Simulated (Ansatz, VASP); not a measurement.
Ga2Sb2CO: VASP beside Ansatz

File INCAR:

```
  ALGO = Normal
  DIPOL = 0.5 0.5 0.348
  EDIFF = 1E-7
  ENCUT = 520
  GGA = PE
  IDIPOL = 3
  ISIF = 2
  ISMEAR = 0
  IVDW = 12
  LASPH = T
  LCHARG = T
  LDIPOL = T
  LELF = T
  LREAL = F
  LVACPOTAV = T
  LVHAR = T
  LWAVE = F
  NBANDS = 32
  NELM = 100
  PREC = Accurate
  SIGMA = 0.1
```

The input KPOINTS:

```
k-points
0
Gamma
  6 6 1
```

File POSCAR:

```
Ga2Sb2CO
1.0
    4.3343814647      0.0000000000      0.0000000000
   -2.1671907324      3.7536844581      0.0000000000
    0.0000000000      0.0000000000     23.6197422994
Sb Ga O C
2 2 1 1
Direct
    0.0000000000      0.0000000000      0.1693498578
    0.3333333333      0.6666666667      0.3259656336
    0.3333333333      0.6666666667      0.2068080104
    0.6666666667      0.3333333333      0.3585874135
    0.8888888889      0.7777777778      0.4898335533
    0.8888888889      0.7777777778      0.5385216375
```

Input for Ansatz:

```yaml
crystal:
  lattice:
    - [4.3343814647, 0.0, 0.0]
    - [-2.1671907324, 3.7536844581, 0.0]
    - [0.0, 0.0, 23.6197422994]
  atoms:
    - { symbol: Sb, position: [0.0, 0.0, 0.1693498578] }
    - { symbol: Ga, position: [0.3333333333, 0.6666666667, 0.2068080104] }
    - { symbol: Sb, position: [0.3333333333, 0.6666666667, 0.3259656336] }
    - { symbol: Ga, position: [0.6666666667, 0.3333333333, 0.3585874135] }
    - { symbol: O, position: [0.8888888889, 0.7777777778, 0.4898335533] }
    - { symbol: C, position: [0.8888888889, 0.7777777778, 0.5385216375] }
basis:
  ecutwfc: 420
kpoints:
  mp_grid: { grid: [6, 6, 1] }
hamiltonian:
  xc: pbe
  pseudopotentials: { kind: paw, azcp: { folder: soft_1 } }
  dispersion: d3bj
scf:
  occupations: { method: gaussian, width: 0.1 }
output:
  forces: true
  eigenvalues: true
efield:
  axis: 3
  dipole_correction: true
  ramp_width: 0.04
```

Alike in both runs: task single point; functional PBE; dispersion D3(BJ); k mesh 6 × 6 × 1; occupations gaussian, width 0.1 eV; no spin polarisation.

|  | VASP | Ansatz |
| --- | --- | --- |
| version | VASP 6.6.1 | Ansatz 0.2.0 |
| potentials or method | VASP PAW PBE potentials, release 64 (Sb, Ga_d, O, C), cutoff 520 eV | scalar-relativistic, plane waves, PAW |
| valence electrons in the cell | 46 | 66 |

Ansatz gave:

```
gap on the k mesh at the Fermi level (eV) : 0.03
least direct gap on the mesh (eV)         : 0.15
rms of the force components (eV/Å)        : 0.494
```

**Question.** Estimate VASP's values.

**Answer.** gap on the k mesh at the Fermi level (eV): 0.03; least direct gap on the mesh (eV): 0.14; rms of the force components (eV/Å): 0.225.

One of these differences is far larger than is usual between the two programs; its cause wasn't traced. VASP's potentials hold 46 valence electrons a cell and Ansatz's 66, so a difference there can come from the potentials and not from the codes.

Spin-orbit coupling is off throughout. Noted on VASP's run: the standard files for N, O and F lose accuracy on very short bonds.
